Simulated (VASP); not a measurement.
Here is a VASP 6.6.1 calculation.

INCAR

```
SYSTEM = CoSi
  PREC = Accurate
  ENCUT = 520
  EDIFF = 1E-7
  ISMEAR = -1
  SIGMA = 0.08
  LREAL = .False.
  LASPH = .True.
  NELM = 60
  ALGO = Normal
  ISIF = 2
  LWAVE = .False.
  LCHARG = .False.
  GGA = PE
  NBANDS = 14
```

KPOINTS

```
Automatic mesh
0
Gamma
  16 16 16
  0 0 0
```

File POSCAR:

```
CoSi
1.0
    0.0000000000      2.1464766656      2.1464766656
    2.1464766656      0.0000000000      2.1464766656
    2.1464766656      2.1464766656      0.0000000000
Co Si
1 1
Direct
    0.0000000000      0.0000000000      0.0000000000
    0.5000000000      0.5000000000      0.5000000000
```

Potentials or basis: VASP PAW PBE potentials, release 64 (Co, Si).

Command:

```bash
$ cat potpaw_PBE.64/Co/POTCAR potpaw_PBE.64/Si/POTCAR > POTCAR
$ mpirun -np 1 vasp_std > vasp.out
```

What does it give for the pressure?

68.9 GPa.

Caveat: the cell differs from its parent crystal (volume scaled by 0.78, to set the pressure). Spin polarisation is off, so any magnetic state and its effect on volume and gap are missing.
